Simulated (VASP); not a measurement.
# Ta2N (P-31m) in VASP: a series of runs, part 2 of 2

VASP 6.6.1. Earlier steps stand in the parts before.

### 4 Single point, LDA (c/a of the conventional cell at fixed volume 0.8592)

The input, INCAR:

```
PREC = Accurate
ENCUT = 520
EDIFF = 1E-6
ISMEAR = 0
SIGMA = 0.15
LREAL = False
LASPH = True
NELM = 100
ALGO = Normal
ISIF = 2
LWAVE = False
LCHARG = False
NBANDS = 50
```

The input, KPOINTS:

```
regular mesh
0
Gamma
  9 9 8
```

The input, POSCAR:

```
Ta2N
1.0
    5.3763138840      0.0000000000      0.0000000000
   -2.6881569420      4.6560244023      0.0000000000
    0.0000000000      0.0000000000      4.6193288891
Ta N
6 3
Direct
    0.7147405334      0.7147405334      0.7526041962
    0.0000000000      0.2852594666      0.7526041962
    0.2852594666      0.0000000000      0.7526041962
    0.2852594666      0.2852594666      0.2473958038
    0.0000000000      0.7147405334      0.2473958038
    0.7147405334      0.0000000000      0.2473958038
    0.6666666667      0.3333333333      0.5000000000
    0.3333333333      0.6666666667      0.5000000000
    0.0000000000      0.0000000000      0.0000000000
```

Potentials or basis: VASP PAW LDA potentials, release 64 (Ta_pv, N).

Launch:

```console
$ cat potpaw_LDA.64/Ta_pv/POTCAR potpaw_LDA.64/N/POTCAR > POTCAR
$ mpirun -np 1 vasp_std > vasp.out
```

OUTCAR:

```text
PREC = Accurate
   ENCUT = 520
   EDIFF = 1E-6
   ISMEAR = 0
   LREAL = False
   LASPH = True
   NELM = 100
   ISIF = 2

 ion  position               nearest neighbor table
   1  0.715  0.715  0.753-   9 1.91   8 2.26   7 2.26   3 2.66   2 2.66   5 2.75   6 2.75   5 2.79
                             6 2.79   4 3.25   4 3.28   3 3.35   2 3.35   2 3.35   3 3.35
   2  0.000  0.285  0.753-   9 1.91   7 2.26   8 2.26   3 2.66   1 2.66   4 2.75   6 2.75   4 2.79
                             6 2.79   5 3.25   5 3.28   3 3.35   1 3.35   1 3.35   3 3.35
   3  0.285  0.000  0.753-   9 1.91   8 2.26   7 2.26   2 2.66   1 2.66   4 2.75   5 2.75   5 2.79
                             4 2.79   6 3.25   6 3.28   1 3.35   2 3.35   2 3.35   1 3.35
   4  0.285  0.285  0.247-   9 1.91   7 2.26   8 2.26   6 2.66   5 2.66   2 2.75   3 2.75   2 2.79
[... 1498 lines left out ...]
 VOLUME and BASIS-vectors are now :
 -----------------------------------------------------------------------------
  energy-cutoff  :      520.00
  volume of cell :      115.63
      direct lattice vectors                 reciprocal lattice vectors
     5.376313884  0.000000000  0.000000000     0.186001045  0.107387753  0.000000000
    -2.688156942  4.656024402  0.000000000     0.000000000  0.214775507  0.000000000
     0.000000000  0.000000000  4.619328889     0.000000000  0.000000000  0.216481663

 POSITION                                       TOTAL-FORCE (eV/Angst)
 -----------------------------------------------------------------------------------
      1.92133      3.32785      3.47653        -4.394462     -7.611432     -3.881326
     -0.76682      1.32818      3.47653        -4.394462      7.611432     -3.881326
      1.53364      0.00000      3.47653         8.788925     -0.000000     -3.881326
      0.76682      1.32818      1.14280         4.394462      7.611432      3.881326
     -1.92133      3.32785      1.14280         4.394462     -7.611432      3.881326
      3.84267      0.00000      1.14280        -8.788925     -0.000000      3.881326
      2.68816      1.55201      2.30966         0.000000     -0.000000      0.000000
     -0.00000      3.10402      2.30966        -0.000000     -0.000000     -0.000000
      0.00000      0.00000      0.00000         0.000000     -0.000000      0.000000
 -----------------------------------------------------------------------------------
    total drift:                                0.000000      0.000000     -0.000000

  FREE ENERGIE OF THE ION-ELECTRON SYSTEM (eV)
  ---------------------------------------------------
  free  energy   TOTEN  =      -107.6814149146 eV

  energy  without entropy=     -107.6307893804  energy(sigma->0) =     -107.65610215
```

OSZICAR:

```text
N       E                     dE             d eps       ncg     rms          rms(c)
DAV:   1     0.853207268386E+03    0.85321E+03   -0.44423E+04  8100   0.171E+03
DAV:   2    -0.563601710755E+02   -0.90957E+03   -0.87718E+03  8824   0.512E+02
DAV:   3    -0.117031572603E+03   -0.60671E+02   -0.58633E+02 10242   0.119E+02
DAV:   4    -0.118477407231E+03   -0.14458E+01   -0.14303E+01  9816   0.172E+01
DAV:   5    -0.118511850233E+03   -0.34443E-01   -0.34387E-01 10264   0.225E+00    0.602E+01
DAV:   6    -0.108540336005E+03    0.99715E+01   -0.57524E+01 10044   0.322E+01    0.288E+01
DAV:   7    -0.107900525878E+03    0.63981E+00   -0.54646E+00  9948   0.984E+00    0.129E+01
DAV:   8    -0.107687988772E+03    0.21254E+00   -0.83910E-01 10652   0.441E+00    0.240E+00
DAV:   9    -0.107683862819E+03    0.41260E-02   -0.68453E-02  9702   0.117E+00    0.488E-01
DAV:  10    -0.107682236677E+03    0.16261E-02   -0.25462E-02 10720   0.712E-01    0.255E-01
DAV:  11    -0.107681419352E+03    0.81733E-03   -0.44161E-03 10606   0.284E-01    0.964E-02
DAV:  12    -0.107681425803E+03   -0.64511E-05   -0.95039E-04  9936   0.122E-01    0.313E-02
DAV:  13    -0.107681416476E+03    0.93266E-05   -0.55377E-05 10080   0.360E-02    0.166E-02
DAV:  14    -0.107681415140E+03    0.13367E-05   -0.65910E-06  8360   0.110E-02    0.585E-03
DAV:  15    -0.107681414915E+03    0.22502E-06   -0.11356E-06  6472   0.505E-03
   1 F= -.10768141E+03 E0= -.10765610E+03  d E =-.506255E-01
```

stdout:

```text
POSCAR found type information on POSCAR TaN
 POSCAR found :  2 types and       9 ions
 scaLAPACK will be used
 LDA part: xc-table for (Slater(with rela. corr.)+CA(PZ))
 , standard interpolation
 POSCAR, INCAR and KPOINTS ok, starting setup
 FFT: planning ... GRIDC
 FFT: planning ... GRID_SOFT
 FFT: planning ... GRID
 WAVECAR not read
 entering main loop
```

It took 4 min on 1 thread of AMD EPYC 9R45 (Zen 5), shared host; peak memory 0.39 GiB.

What came out:

| Item | Value |
| --- | --- |
| Free energy | -107.6814 eV |
| Pressure | 29.2 GPa |
| Largest force | 9.608 eV/Å |

Forces in eV/Å, atoms in the order of the input:
```
Ta  -4.394 -7.611 -3.881
Ta  -4.394  7.611 -3.881
Ta   8.789  0.000 -3.881
Ta   4.394  7.611  3.881
Ta   4.394 -7.611  3.881
Ta  -8.789  0.000  3.881
N    0.000  0.000  0.000
N    0.000  0.000  0.000
N    0.000  0.000  0.000
```

Caveat: spin-orbit coupling is left out, which moves the levels of the heavy elements; forces of over 1 eV/Å act on the atoms, so gaps and moduli don't describe the material at rest.

### 5 Single point, LDA (c/a of the conventional cell at fixed volume 0.9526)

The input, INCAR:

```
SYSTEM = Ta2N
ALGO = Normal
EDIFF = 1E-6
ENCUT = 520
ISIF = 2
ISMEAR = 0
LASPH = .True.
LCHARG = .False.
LREAL = .False.
LWAVE = .False.
NBANDS = 50
NELM = 80
PREC = Accurate
SIGMA = 0.15
```

The input, KPOINTS:

```
k-points
0
Gamma
  9 9 8
  0 0 0
```

The input, POSCAR:

```
Ta2N
1.0
    5.1945250684      0.0000000000      0.0000000000
   -2.5972625342      4.4985906699      0.0000000000
    0.0000000000      0.0000000000      4.9483045802
Ta N
6 3
Direct
    0.6908347477      0.6908347477      0.7526041962
    0.0000000000      0.3091652523      0.7526041962
    0.3091652523      0.0000000000      0.7526041962
    0.3091652523      0.3091652523      0.2473958038
    0.0000000000      0.6908347477      0.2473958038
    0.6908347477      0.0000000000      0.2473958038
    0.6666666667      0.3333333333      0.5000000000
    0.3333333333      0.6666666667      0.5000000000
    0.0000000000      0.0000000000      0.0000000000
```

Launch:

```console
$ cat potpaw_LDA.64/Ta_pv/POTCAR potpaw_LDA.64/N/POTCAR > POTCAR
$ mpirun -np 1 vasp_std > vasp.out
```

Run time: 4.6 min. Hardware: 1 thread of AMD EPYC 9R45 (Zen 5), shared host; peak memory 0.4 GiB.

It converged, with:

| Item | Value |
| --- | --- |
| Free energy | -112.6428 eV |
| Pressure | 7.9 GPa |
| Largest force | 4.243 eV/Å |

Forces in eV/Å, atoms in the order of the input:
```
Ta  -1.995 -3.456 -1.443
Ta  -1.995  3.456 -1.443
Ta   3.990  0.000 -1.443
Ta   1.995  3.456  1.443
Ta   1.995 -3.456  1.443
Ta  -3.990  0.000  1.443
N    0.000  0.000  0.000
N    0.000  0.000  0.000
N    0.000  0.000  0.000
```

Stress tensor (GPa, compression positive):
```
10.88  0.00  0.00
 0.00 10.88  0.00
 0.00  0.00  2.04
```

Levels at points of the mesh, in eV from the Fermi level:
| k point | band 38 | band 39 | band 40 | band 41 | band 42 | band 43 | band 44 | band 45 |
| --- | --- | --- | --- | --- | --- | --- | --- | --- |
| (0.00, 0.00, 0.00) | -1.01 | -0.42 | -0.06 | -0.06 | 0.04 | 0.04 | 1.17 | 1.17 |
| (0.00, 0.00, 0.50) | -1.33 | -1.33 | -1.20 | -1.20 | 0.27 | 0.27 | 1.46 | 2.08 |

Caveat: spin-orbit coupling is left out, which moves the levels of the heavy elements; forces of over 1 eV/Å act on the atoms, so gaps and moduli don't describe the material at rest.

### 6 Summary

```tsv
cell	gap on the mesh (eV)	pressure (GPa)	largest force (eV/Å)
a = 5.229, b = 5.229, c = 4.884 Å, angles 90.0, 90.0, 120.0°, 9 atoms	none	28.1	10.09
a = 5.161, b = 5.161, c = 5.013 Å, angles 90.0, 90.0, 120.0°, 9 atoms	none	8.0	4.31
a = 5.376, b = 5.376, c = 4.619 Å, angles 90.0, 90.0, 120.0°, 9 atoms	none	29.2	9.61
a = 5.195, b = 5.195, c = 4.948 Å, angles 90.0, 90.0, 120.0°, 9 atoms	none	7.9	4.24
```

Alike in all rows: task single point; level LDA; potentials or basis VASP PAW LDA potentials, release 64 (Ta_pv, N); no spin polarisation; k mesh 9 × 9 × 8; cutoff (eV) 520; smearing gaussian 0.15 eV.

Caveats: spin-orbit coupling is left out, which moves the levels of the heavy elements; forces of over 1 eV/Å act on the atoms, so gaps and moduli don't describe the material at rest.

Total energies depend on the potentials used, so only differences within one code and one set of settings carry meaning.
